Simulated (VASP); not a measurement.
# Li2S (Fm-3m) in VASP: further runs, part 2 of 2

VASP 6.6.1.

### 3 Single point, PBE

INCAR

```
PREC = Accurate
ENCUT = 750
EDIFF = 1E-6
ISMEAR = 0
SIGMA = 0.01
LREAL = False
LASPH = True
NELM = 120
ALGO = Normal
ISIF = 2
LWAVE = False
LCHARG = False
GGA = PE
NBANDS = 13
GGA_COMPAT = False
```

KPOINTS

```
regular mesh
0
Gamma
  4 4 4
```

POSCAR

```
Li2S
1.0
    0.0000000000      2.8452943326      2.8452943326
    2.8452943326      0.0000000000      2.8452943326
    2.8452943326      2.8452943326      0.0000000000
S Li
1 2
Direct
    0.0000000000      0.0000000000      0.0000000000
    0.2500000000      0.2500000000      0.2500000000
    0.7500000000      0.7500000000      0.7500000000
```

Potentials or basis: VASP PAW PBE potentials, release 64 (S, Li_sv).

On the command line:

```sh
$ cat potpaw_PBE.64/S/POTCAR potpaw_PBE.64/Li_sv/POTCAR > POTCAR
$ mpirun -np 1 vasp_std > vasp.out
```

Wall time 5.7 s (1 thread of Intel Xeon Platinum 8488C (Sapphire Rapids), shared host); peak memory 0.19 GiB.

Results (log left out):

| Property | Result |
| --- | --- |
| Free energy | -11.9865 eV |
| Pressure | 0.3 GPa |
| Band gap on the k mesh | 3.38 eV, indirect (least direct gap 4.29 eV) |

Levels at points of the mesh, in eV from the valence-band top:
| k point | band 2 | band 3 | band 4 | band 5 | band 6 | band 7 | band 8 | band 9 | band 10 | band 11 |
| --- | --- | --- | --- | --- | --- | --- | --- | --- | --- | --- |
| (0.00, 0.00, 0.00) | -44.13 | -11.03 | 0.00 | 0.00 | 0.00 | 4.29 | 6.23 | 6.23 | 6.23 | 11.19 |
| (0.50, 0.00, 0.00) | -44.15 | -10.60 | -2.89 | -0.51 | -0.51 | 6.12 | 6.57 | 6.57 | 8.43 | 12.83 |
| (0.50, 0.50, 0.00) | -44.14 | -10.47 | -2.18 | -1.43 | -1.43 | 3.38 | 7.09 | 11.12 | 11.12 | 12.14 |

Caveat: the k points lie up to 0.48 Å⁻¹ apart. As with any semilocal functional, this PBE gap is likely too small.

### 4 Single point, LDA

This run uses another cell than the first one, of 14.38 Å³/atom, 0.936 times its volume.

INCAR

```
SYSTEM = Li2S
PREC = Accurate
ENCUT = 750
EDIFF = 1E-6
ISMEAR = -1
SIGMA = 0.02
LREAL = .FALSE.
LASPH = .TRUE.
NELM = 120
ALGO = Normal
ISIF = 2
LWAVE = .FALSE.
LCHARG = .FALSE.
NBANDS = 13
GGA_COMPAT = .FALSE.
```

KPOINTS

```
Automatic mesh
0
G
  8 8 8
  0 0 0
```

POSCAR

```
Li2S
1.0
    0.0000000000      2.7836010604      2.7836010604
    2.7836010604      0.0000000000      2.7836010604
    2.7836010604      2.7836010604      0.0000000000
S Li
1 2
Direct
    0.0000000000      0.0000000000      0.0000000000
    0.2500000000      0.2500000000      0.2500000000
    0.7500000000      0.7500000000      0.7500000000
```

Potentials or basis: VASP PAW LDA potentials, release 64 (S, Li_sv).

On the command line:

```sh
$ cat potpaw_LDA.64/S/POTCAR potpaw_LDA.64/Li_sv/POTCAR > POTCAR
$ mpirun -np 1 vasp_std > vasp.out
```

It took 11 s on 1 thread of Intel Xeon Platinum 8488C (Sapphire Rapids), shared host; peak memory 0.17 GiB.

It converged, with:

```yaml
Free_energy: -13.0138 eV
Pressure: -0.1 GPa
Band_gap_on_the_k_mesh: 3.12 eV, indirect (least direct gap 4.43 eV)
```

Levels at points of the mesh, in eV from the valence-band top:
| k point | band 4 | band 5 | band 6 | band 7 | band 8 | band 9 |
| --- | --- | --- | --- | --- | --- | --- |
| (0.00, 0.00, 0.00) | 0.00 | 0.00 | 0.00 | 4.43 | 6.04 | 6.04 |
| (0.50, 0.00, 0.00) | -3.17 | -0.58 | -0.58 | 6.26 | 6.40 | 6.40 |
| (0.50, 0.50, 0.00) | -2.34 | -1.61 | -1.61 | 3.12 | 7.16 | 11.33 |

### 5 Single point, PBEsol

This run uses another cell than the first one, of 15.06 Å³/atom, 0.981 times its volume.

INCAR

```
SYSTEM = Li2S
PREC = Accurate
ENCUT = 750
EDIFF = 1E-6
ISMEAR = -1
SIGMA = 0.02
LREAL = .False.
LASPH = .True.
NELM = 120
ALGO = Normal
ISIF = 2
LWAVE = .False.
LCHARG = .False.
GGA = PS
NBANDS = 13
GGA_COMPAT = .False.
```

KPOINTS

```
Automatic mesh
0
Gamma
  8 8 8
  0 0 0
```

POSCAR

```
Li2S
1.0
    0.0000000000      2.8271123037      2.8271123037
    2.8271123037      0.0000000000      2.8271123037
    2.8271123037      2.8271123037      0.0000000000
S Li
1 2
Direct
    0.0000000000      0.0000000000      0.0000000000
    0.2500000000      0.2500000000      0.2500000000
    0.7500000000      0.7500000000      0.7500000000
```

Potentials or basis: VASP PAW PBE potentials, release 64 (S, Li_sv).

On the command line:

```sh
$ cat potpaw_PBE.64/S/POTCAR potpaw_PBE.64/Li_sv/POTCAR > POTCAR
$ mpirun -np 1 vasp_std > vasp.out
```

OUTCAR:

```text
SYSTEM = Li2S
   PREC = Accurate
   ENCUT = 750
   EDIFF = 1E-6
   ISMEAR = -1
   LREAL = .False.
   LASPH = .True.
   NELM = 120
   ISIF = 2
   GGA = PS

 ion  position               nearest neighbor table
   1  0.000  0.000  0.000-   3 2.45   3 2.45   3 2.45   2 2.45   3 2.45   2 2.45   2 2.45   2 2.45

   2  0.250  0.250  0.250-   1 2.45   1 2.45   1 2.45   1 2.45
   3  0.750  0.750  0.750-   1 2.45   1 2.45   1 2.45   1 2.45

  LATTYP: Found a face centered cubic cell.
 ALAT       =     5.6542246074

  Lattice vectors:

[... 573 lines left out ...]

  FORCE on cell =-STRESS in cart. coord.  units (eV):
  Direction    XX          YY          ZZ          XY          YZ          ZX
  --------------------------------------------------------------------------------------
  -------------------------------------------------------------------------------------
  Total       -0.0108382     -0.0108382     -0.0108382     -0.0000000      0.0000000      0.0000000
  in kB       -0.3842459     -0.3842459     -0.3842459     -0.0000000      0.0000000      0.0000000
  external PRESSURE =      -0.3842459 kB  Pullay stress =       0.0000000 kB

 VOLUME and BASIS-vectors are now :
 -----------------------------------------------------------------------------
  energy-cutoff  :      750.00
  volume of cell :       45.19
      direct lattice vectors                 reciprocal lattice vectors
     0.000000000  2.827112304  2.827112304    -0.176858910  0.176858910  0.176858910
     2.827112304  0.000000000  2.827112304     0.176858910 -0.176858910  0.176858910
     2.827112304  2.827112304  0.000000000     0.176858910  0.176858910 -0.176858910

 POSITION                                       TOTAL-FORCE (eV/Angst)
 -----------------------------------------------------------------------------------
      0.00000      0.00000      0.00000        -0.000000      0.000000     -0.000000
      1.41356      1.41356      1.41356        -0.000000      0.000000      0.000000
      4.24067      4.24067      4.24067         0.000000     -0.000000     -0.000000
 -----------------------------------------------------------------------------------
    total drift:                                0.000000      0.000000      0.000000

  FREE ENERGIE OF THE ION-ELECTRON SYSTEM (eV)
  ---------------------------------------------------
  free  energy   TOTEN  =       -12.3768773784 eV

  energy  without entropy=      -12.3768773784  energy(sigma->0) =      -12.37687738
```

OSZICAR:

```text
N       E                     dE             d eps       ncg     rms          rms(c)
DAV:   1     0.557286107333E+02    0.55729E+02   -0.62853E+03   754   0.114E+03
DAV:   2    -0.485404024551E+01   -0.60583E+02   -0.56424E+02   918   0.230E+02
DAV:   3    -0.124544114290E+02   -0.76004E+01   -0.75444E+01  1409   0.527E+01
DAV:   4    -0.126665226386E+02   -0.21211E+00   -0.21196E+00  1021   0.113E+01
DAV:   5    -0.126708792014E+02   -0.43566E-02   -0.43564E-02  1193   0.132E+00    0.362E+00
DAV:   6    -0.123973831643E+02    0.27350E+00   -0.43221E-01   921   0.265E+00    0.260E+00
DAV:   7    -0.123730335869E+02    0.24350E-01   -0.11560E-01  1061   0.155E+00    0.152E+00
DAV:   8    -0.123772378569E+02   -0.42043E-02   -0.21332E-02  1053   0.852E-01    0.636E-01
DAV:   9    -0.123768656877E+02    0.37217E-03   -0.62438E-04  1050   0.157E-01    0.425E-01
DAV:  10    -0.123768804597E+02   -0.14772E-04   -0.74924E-04   874   0.146E-01    0.187E-01
DAV:  11    -0.123768771772E+02    0.32825E-05   -0.39777E-05  1096   0.514E-02    0.816E-02
DAV:  12    -0.123768773784E+02   -0.20126E-06   -0.32297E-06   965   0.141E-02
   1 F= -.12376877E+02 E0= -.12376877E+02  d E =-.362463E-14
```

Wall time 13 s (1 thread of Intel Xeon Platinum 8488C (Sapphire Rapids), shared host); peak memory 0.2 GiB.

What came out:

```yaml
Free_energy: -12.3769 eV
Pressure: 0.0 GPa
Band_gap_on_the_k_mesh: 3.20 eV, indirect (least direct gap 4.22 eV)
```

Caveat: the PAW data sets were made with another functional, which shifts forces and pressure a little. A k mesh can miss the band edges.

### 6 Single point, PBE

This run uses another cell than the first one, of 15.48 Å³/atom, 1.008 times its volume.

INCAR

```
PREC     = Accurate       # precision mode
ENCUT    = 750            # plane-wave cutoff, eV
EDIFF    = 1E-6           # SCF threshold, eV
ISMEAR   = -1             # smearing method
SIGMA    = 0.02           # smearing width, eV
LREAL    = F              # projectors in reciprocal space
LASPH    = T              # aspherical terms in the spheres
NELM     = 120            # most SCF steps
ALGO     = Normal         # electronic algorithm
ISIF     = 2              # what is computed and relaxed
LWAVE    = F              # write WAVECAR
LCHARG   = T              # write CHGCAR
GGA      = PE             # functional
LELF     = T              # ELF
LVHAR    = T            
NBANDS   = 13             # bands
GGA_COMPAT= F
```

KPOINTS

```
Automatic mesh
0
Gamma
  8 8 8
```

POSCAR

```
Li2S
1.0
    0.0000000000      2.8528286925      2.8528286925
    2.8528286925      0.0000000000      2.8528286925
    2.8528286925      2.8528286925      0.0000000000
S Li
1 2
Direct
    0.0000000000      0.0000000000      0.0000000000
    0.2500000000      0.2500000000      0.2500000000
    0.7500000000      0.7500000000      0.7500000000
```

Potentials or basis: VASP PAW PBE potentials, release 64 (S, Li_sv).

On the command line:

```sh
$ cat potpaw_PBE.64/S/POTCAR potpaw_PBE.64/Li_sv/POTCAR > POTCAR
$ mpirun -np 1 vasp_std > vasp.out
```

It took 17 s on 1 thread of Intel Xeon Platinum 8488C (Sapphire Rapids), shared host; peak memory 0.2 GiB.

The run converged. Its results:

| Item | Value |
| --- | --- |
| Free energy | -11.9951 eV |
| Pressure | -0.1 GPa |
| Band gap on the k mesh | 3.39 eV, indirect (least direct gap 4.25 eV) |

Levels at points of the mesh, in eV from the valence-band top:
```tsv
k point	band 4	band 5	band 6	band 7	band 8	band 9
(0.00, 0.00, 0.00)	0.00	0.00	0.00	4.25	6.23	6.23
(0.50, 0.00, 0.00)	-2.86	-0.50	-0.50	6.08	6.57	6.57
(0.50, 0.50, 0.00)	-2.16	-1.41	-1.41	3.39	7.07	11.06
```

A k mesh can miss the band edges.

### 7 Summary

```csv
task,level,potentials or basis,cell,k mesh,smearing,grid for exact exchange (PRECFOCK),screening parameter,gap on the mesh (eV),pressure (GPa)
relaxation of cell and atoms,HSE06,"VASP PAW PBE potentials, release 64 (S, Li_sv)","relaxed from a = 4.024 Å, angles 60.0°, 3 atoms",6 × 6 × 6,fermi-dirac 0.02 eV,Normal,0.2079 1/Å,4.32,0.0
single point,PBE,"VASP PAW PBE potentials, release 64 (S, Li_sv)","a = 4.024 Å, angles 60.0°, 3 atoms",4 × 4 × 4,gaussian 0.01 eV,-,-,3.38,0.3
single point,LDA,"VASP PAW LDA potentials, release 64 (S, Li_sv)","a = 3.937 Å, angles 60.0°, 3 atoms",8 × 8 × 8,fermi-dirac 0.02 eV,-,-,3.12,-0.1
single point,PBEsol,"VASP PAW PBE potentials, release 64 (S, Li_sv)","a = 3.998 Å, angles 60.0°, 3 atoms",8 × 8 × 8,fermi-dirac 0.02 eV,-,-,3.20,0.0
single point,PBE,"VASP PAW PBE potentials, release 64 (S, Li_sv)","a = 4.035 Å, angles 60.0°, 3 atoms",8 × 8 × 8,fermi-dirac 0.02 eV,-,-,3.39,-0.1
```

Alike in all rows: no spin polarisation; cutoff (eV) 750.

Caveats: some runs use coarse meshes; the PAW data sets were made with another functional, which shifts forces and pressure a little (some runs).

Total energies depend on the potentials used, so only differences within one code and one set of settings carry meaning.
